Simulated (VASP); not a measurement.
A run of VASP 6.6.1 is set up as follows.

INCAR

```
  PREC = Accurate
  ENCUT = 520
  EDIFF = 1E-6
  ISMEAR = 0
  SIGMA = 0.1
  LREAL = False
  LASPH = True
  NELM = 100
  ALGO = Normal
  ISIF = 2
  LWAVE = False
  LCHARG = True
  GGA = PE
  LELF = True
  LVHAR = True
  NBANDS = 32
```

Contents of KPOINTS:

```
Automatic mesh
0
Gamma
  6 6 6
```

File POSCAR:

```
LaNb2N2
1.0
   -1.5512068601      1.5512068601      7.7198261429
    1.5512068601     -1.5512068601      7.7198261429
    1.5512068601      1.5512068601     -7.7198261429
La Nb N
1 2 2
Direct
    0.0000000000      0.0000000000      0.0000000000
    0.3157320495      0.3157320495      0.0000000000
    0.6842679505      0.6842679505      0.0000000000
    0.1707397035      0.1707397035      0.0000000000
    0.8292602965      0.8292602965      0.0000000000
```

Potentials or basis: VASP PAW PBE potentials, release 64 (La, Nb_sv, N).

The run is started by

```console
$ cat potpaw_PBE.64/La/POTCAR potpaw_PBE.64/Nb_sv/POTCAR potpaw_PBE.64/N/POTCAR > POTCAR
$ mpirun -np 1 vasp_std > vasp.out
```

What does it give for the band gap on the k mesh?

Zero (an odd number of electrons rules out a gap without spin polarisation).

What does it give for the largest force?

0.017 eV/Å.

Predict the pressure.

0.1 GPa.

Forces on the atoms (eV/Å):
```
La   0.000  0.000  0.000
Nb   0.000  0.000 -0.017
Nb   0.000  0.000  0.017
N    0.000  0.000  0.010
N    0.000  0.000 -0.010
```

Caveat: spin-orbit coupling is left out, which moves the levels of the heavy elements.
